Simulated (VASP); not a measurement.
A run of VASP 6.6.1:

The input INCAR:

```
PREC = Accurate ; ENCUT = 520
EDIFF = 1E-7 ; ISMEAR = 0
SIGMA = 0.05 ; LREAL = Auto
LASPH = True ; NELM = 100
ALGO = Normal ; ISIF = 2
LWAVE = False ; LCHARG = False
GGA = PE ; NBANDS = 53
```

Contents of KPOINTS:

```
Automatic mesh
0
Gamma
  2 2 2
```

Contents of POSCAR:

```
Si16Ge
1.0
    0.0000000000      5.4300000000      5.4300000000
    5.4300000000      0.0000000000      5.4300000000
    5.4300000000      5.4300000000      0.0000000000
Si Ge
16 1
Direct
   -0.0032135359      0.0182905157     -0.0025428177
    0.1121720994      0.1601590239      0.1122999079
   -0.0339301105      0.0113501842      0.5114312155
    0.1067333333      0.1267732965      0.6271272560
    0.0231011971      0.5232544199      0.0234798343
    0.1496945672      0.6499632597      0.1503291897
   -0.0031899632      0.4970886740      0.5186562615
    0.1120991713      0.6121494475      0.6603888582
    0.5111574586      0.0112173112     -0.0335648250
    0.6264438306      0.1267023941      0.1074569061
    0.4756459484     -0.0240476059      0.4763853591
    0.6022149171      0.1023602210      0.6025607735
    0.5180215470      0.4970543278     -0.0025532228
    0.6599954880      0.6122776243      0.1123571823
    0.5112366483      0.4662195212      0.5113790055
    0.6264888582      0.6070321363      0.6271011971
    0.3103702578      0.8106063536      0.3109400552
```

Potentials or basis: VASP PAW PBE potentials, release 64 (Si, Ge_d).

The run is started by

```bash
$ cat potpaw_PBE.64/Si/POTCAR potpaw_PBE.64/Ge_d/POTCAR > POTCAR
$ mpirun -np 1 vasp_std > vasp.out
```

Hardware: 1 thread of Intel(R) Xeon(R) Platinum 8259CL CPU @ 2.50GHz (Skylake/Cascade Lake), with other jobs on the host.

**Question.** Estimate the wall time of this run.

**Answer.** Wall time 3.5 min on 1 thread of Intel(R) Xeon(R) Platinum 8259CL CPU @ 2.50GHz (Skylake/Cascade Lake), with other jobs on the host, peak memory 0.49 GiB. Counts: scf iterations 16, k points 8.
